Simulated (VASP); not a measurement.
## Cu: single point with LDA

Cu:

```xyz
1
Lattice="11.5703 0.0000 0.0000 0.0000 2.2382 0.0000 -4.5956 0.0000 21.7434" Properties=species:S:1:pos:R:3 pbc="T T T"
Cu    3.4873    1.1191   10.8717
```

- Program: VASP 6.6.1
- Task: single point
- Functional: LDA
- Potentials or basis: VASP PAW LDA potentials, release 64 (Cu)
- Cutoff: 520 eV
- k mesh: 3 × 13 × 2
- Occupations: methfessel-paxton, width 0.05 eV
- Spin: no spin polarisation
- Dipole correction: no
- Further INCAR settings: ALGO = Normal; EDIFF = 1e-06; NBANDS = 12

| Property | Result |
| --- | --- |
| Pressure | 0.0 GPa |
| Band gap on the k mesh | zero (an odd number of electrons rules out a gap without spin polarisation) |

Stress tensor (GPa, compression positive):
```
 0.00  0.00  0.00
 0.00 -0.10  0.00
 0.00  0.00  0.00
```

Levels at points of the mesh, in eV from the Fermi level:
```csv
k point,band 4,band 5,band 6,band 7,band 8,band 9
"(0.00, 0.00, 0.00)",-0.89,-0.01,-0.01,3.07,3.07,5.45
"(0.00, 0.00, 0.50)",-0.89,-0.01,-0.01,3.07,3.07,5.47
```

Wall time 2.7 min on 1 thread of AMD EPYC 9R45 96-Core Processor (Zen 5), on a shared host, peak memory 0.49 GiB.
